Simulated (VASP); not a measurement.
Crystal: MnH4.

```xyz
5
Lattice="2.9042 0.0000 0.0000 0.0000 2.9042 0.0000 0.0000 0.0000 5.6550" Properties=species:S:1:pos:R:3 pbc="T T T"
Mn    1.4521    1.4521    2.8275
H     0.0000    1.4521    0.8035
H     1.4521    0.0000    0.8035
H     0.0000    1.4521    4.8515
H     1.4521    0.0000    4.8515
```

- Program: VASP 6.6.1
- Task: relaxation of cell and atoms
- Functional: PBE
- Potentials or basis: VASP PAW PBE potentials, release 64 (Mn_pv, H)
- Cutoff: 600 eV
- k mesh: 6 × 6 × 4
- Occupations: gaussian, width 0.1 eV
- Spin: collinear spin, ferromagnetic start
- Starting moments: [4.0, 0.0, 0.0, 0.0, 0.0] μB

At the start: pressure -19.1 GPa; volume 9.54 Å³/atom.

Problem. Where does the relaxation end?

Solution. Over 33 steps the energy falls by 993.0 meV/atom and the volume is 6.44 Å³/atom (-32.5 %); space group P4/mmm (No. 123, to 0.05 Å); moment 1.77 μB per cell.

Step by step:
```csv
step,energy change (eV),largest force (eV/Å),pressure (GPa),volume (Å³)
1,0.0000,0.3715,-19.13,47.70
2,-1.5306,0.3473,-18.53,40.13
3,-2.4984,3.9436,48.24,20.86
4,-3.2040,0.4088,-12.67,31.12
5,-3.5609,1.8143,6.65,24.71
6,-3.6283,1.1117,-2.02,26.83
7,-3.6337,1.1822,-0.22,26.46
8,-4.0139,1.1779,-0.58,25.26
9,-3.8959,0.4504,38.44,21.72
10,-4.2493,0.7880,12.77,23.61
11,-4.2524,0.5452,18.98,23.14
12,-4.5085,0.0031,12.36,24.72
13,-4.5537,0.3198,10.33,25.85
14,-4.6822,0.0810,0.01,27.64
15,-4.6901,0.2284,-3.71,28.34
16,-4.7663,0.2616,-3.92,28.49
17,-4.8346,0.3367,-3.26,28.61
18,-4.7887,0.5622,-1.27,28.49
19,-4.8490,0.3977,-2.29,28.62
20,-4.8809,0.0200,5.45,27.91
21,-4.8826,0.0888,3.98,28.03
22,-4.9106,0.0277,2.65,28.93
23,-4.9285,0.0486,1.13,30.15
24,-4.9303,0.0784,0.62,30.68
25,-4.9453,0.0809,-1.89,31.49
26,-4.9461,0.1208,-2.41,31.69
27,-4.9558,0.1055,-1.23,31.64
28,-4.9593,0.0895,-0.13,31.58
29,-4.9596,0.0842,0.22,31.56
30,-4.9614,0.0486,0.59,31.61
31,-4.9626,0.0076,1.22,31.68
32,-4.9640,0.0012,0.75,31.91
33,-4.9650,0.0131,0.09,32.22
```

Final structure:
```yaml
crystal:
  lattice:
    - [2.64472, 0.00000, 0.00000]
    - [0.00000, 2.64472, 0.00000]
    - [0.00000, 0.00000, 4.60608]
  atoms:
    - { symbol: Mn, position: [0.50000, 0.50000, 0.50000] }
    - { symbol: H, position: [0.00000, 0.50000, 0.27035] }
    - { symbol: H, position: [0.50000, 0.00000, 0.27035] }
    - { symbol: H, position: [0.00000, 0.50000, 0.72965] }
    - { symbol: H, position: [0.50000, 0.00000, 0.72965] }
```

Caveat: the k points lie up to 0.40 Å⁻¹ apart in the final cell; the volume moved by over 15 % at a fixed basis, so the end points are rough.
